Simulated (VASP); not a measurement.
Wanted: the native input for a VASP 6.6.1 run.

```yaml
Task: single point
Functional: LDA
Potentials_or_basis: VASP PAW LDA potentials, release 64 (Si, C)
Cutoff: 520 eV
k_mesh: 12 × 12 × 6
Occupations: fermi-dirac, width 0.02 eV
Spin: no spin polarisation
Dipole_correction: no
Further_INCAR_settings: ALGO = Normal; EDIFF = 1e-07; NBANDS = 16
```

The structure of SiC (Moissanite) lies in POSCAR:

```
SiC
1.0
    3.0565758029      0.0000000000      0.0000000000
   -1.5282879015      2.6470722939      0.0000000000
    0.0000000000      0.0000000000      5.0164378410
Si C
2 2
Direct
    0.3333333333      0.6666666667      0.0046014592
    0.6666666667      0.3333333333      0.5046014592
    0.3333333333      0.6666666667      0.3803985408
    0.6666666667      0.3333333333      0.8803985408
```

These files were run (other wordings do the same):

INCAR

```
PREC = Accurate
ENCUT = 520
EDIFF = 1E-7
ISMEAR = -1
SIGMA = 0.02
LREAL = False
LASPH = True
NELM = 100
ALGO = Normal
ISIF = 2
LWAVE = False
LCHARG = False
NBANDS = 16
```

KPOINTS

```
regular mesh
0
Gamma
  12 12 6
```

Potentials or basis: VASP PAW LDA potentials, release 64 (Si, C).

Command:

```console
$ cat potpaw_LDA.64/Si/POTCAR potpaw_LDA.64/C/POTCAR > POTCAR
$ mpirun -np 1 vasp_std > vasp.out
```

Results of the run:

```json
{
 "Pressure": "0.4 GPa",
 "Band gap on the k mesh": "2.12 eV, indirect (least direct gap 3.91 eV)"
}
```

It took 47 s on 1 thread of AMD EPYC 7R43 64-Core Processor (Zen 3), with other jobs on the host, peak memory 0.12 GiB.
